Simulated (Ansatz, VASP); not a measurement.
# CaO: VASP beside Ansatz

INCAR

```
ALGO = Normal
EDIFF = 1E-6
ENCUT = 520
GGA = PE
ISIF = 2
ISMEAR = -1
LASPH = True
LCHARG = False
LREAL = False
LWAVE = False
NBANDS = 15
NELM = 100
PREC = Accurate
SIGMA = 0.02
```

Contents of KPOINTS:

```
k-points
0
Gamma
  10 10 10
```

POSCAR

```
CaO
1.0
    0.0000000000      2.3819660430      2.4055112252
    2.3819660430      0.0000000000      2.4055112252
    2.3819660430      2.3819660430      0.0000000000
Ca O
1 1
Direct
    0.0000000000      0.0000000000      0.0000000000
    0.5000000000      0.5000000000      0.5000000000
```

Input for Ansatz:

```yaml
crystal:
  lattice:
    - [0.0, 2.381966043, 2.4055112252]
    - [2.381966043, 0.0, 2.4055112252]
    - [2.381966043, 2.381966043, 0.0]
  atoms:
    - { symbol: Ca, position: [0.0, 0.0, 0.0] }
    - { symbol: O, position: [0.5, 0.5, 0.5] }
kpoints:
  mp_grid: { grid: [10, 10, 10] }
  band_path:
    path:
      - [0.0, 0.0, 0.0]
      - [0.5, 0.0, 0.5]
      - [0.625, 0.25, 0.625]
      - [0.375, 0.375, 0.75]
      - [0.5, 0.5, 0.5]
      - [0.5, 0.25, 0.75]
    npoints: 1
hamiltonian:
  xc: pbe
scf:
  occupations: { method: fermi_dirac, width: 0.02 }
  n_extra_bands: 4
output:
  forces: true
  stress: true
  eigenvalues: true
```

Change from the starting cell: epitaxial_xy strain -0.7%.

Alike in both runs: task single point; functional PBE; k mesh 10 × 10 × 10; occupations fermi-dirac, width 0.02 eV; no spin polarisation.

```csv
,VASP,Ansatz
version,VASP 6.6.1,Ansatz 0.2.0
potentials or method,"VASP PAW PBE potentials, release 64 (Ca_sv, O)","plane waves, PAW"
plane-wave cutoff (eV),520,420
valence electrons in the cell,16,16
```

|  | VASP | Ansatz | Ansatz less VASP |
| --- | --- | --- | --- |
| gap on the k mesh at the Fermi level (eV) | 3.61 | 3.63 | +0.021 |
| pressure (GPa) | 4.3 | 3.6 | -0.62 |
| traceless stress, the component that is largest in VASP (GPa) | -1.16 | -1.11 | +0.050 |

With one functional, cell and mesh, what is left measures potentials, basis and numerics.
